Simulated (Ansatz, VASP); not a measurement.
# One calculation of Ta5Ru, two programs

```
CELL_PARAMETERS angstrom
3.24601 -0.00004 0.00018
-0.00025 6.47484 0.00029
0.00085 0.00042 9.96789
ATOMIC_POSITIONS crystal
Ta 0.00001 0.50000 0.16987
Ta 0.00000 0.00000 0.16987
Ta 0.49999 0.24999 0.34115
Ta 0.49998 0.75000 0.34116
Ta 0.50002 0.25001 0.65885
Ta 0.50001 0.75000 0.65885
Ta 0.99999 0.00000 0.83012
Ta 0.99999 0.50000 0.83013
Ta 0.50000 0.25000 0.00000
Ta 0.49999 0.75000 0.00000
Ru 0.99999 0.00000 0.50000
Ru 0.00002 0.50000 0.50000
```

Change from the starting cell: cell x2, atoms moved at random (sigma 0.05 Å) and cell strained at random (1.5 %), then relaxed without symmetry.

Alike in both runs: functional PBE; k mesh 6 × 4 × 2; occupations gaussian, width 0.2 eV; no spin polarisation.

Ansatz relaxed the structure, and its values are those at the end. VASP's run is a single point on that final structure, the one shown.

|  | VASP | Ansatz |
| --- | --- | --- |
| version | VASP 6.6.1 | Ansatz 0.2.0 |
| potentials or method | VASP PAW PBE potentials, release 64 (Ta_pv, Ru_pv), cutoff 520 eV | scalar-relativistic, plane waves, PAW |
| valence electrons in the cell | 138 | 162 |

|  | VASP | Ansatz | Ansatz less VASP |
| --- | --- | --- | --- |
| gap on the k mesh at the Fermi level (eV) | none | none | - |
| pressure (GPa) | 0.1 | 0.0 | -0.09 |

A gap of «none» marks a metal or a gap that the smearing closes. With one functional, cell and mesh, what is left measures potentials, basis and numerics. VASP's potentials hold 138 valence electrons a cell and Ansatz's 162, so a difference there can come from the potentials and not from the codes.

Spin-orbit coupling is off throughout.
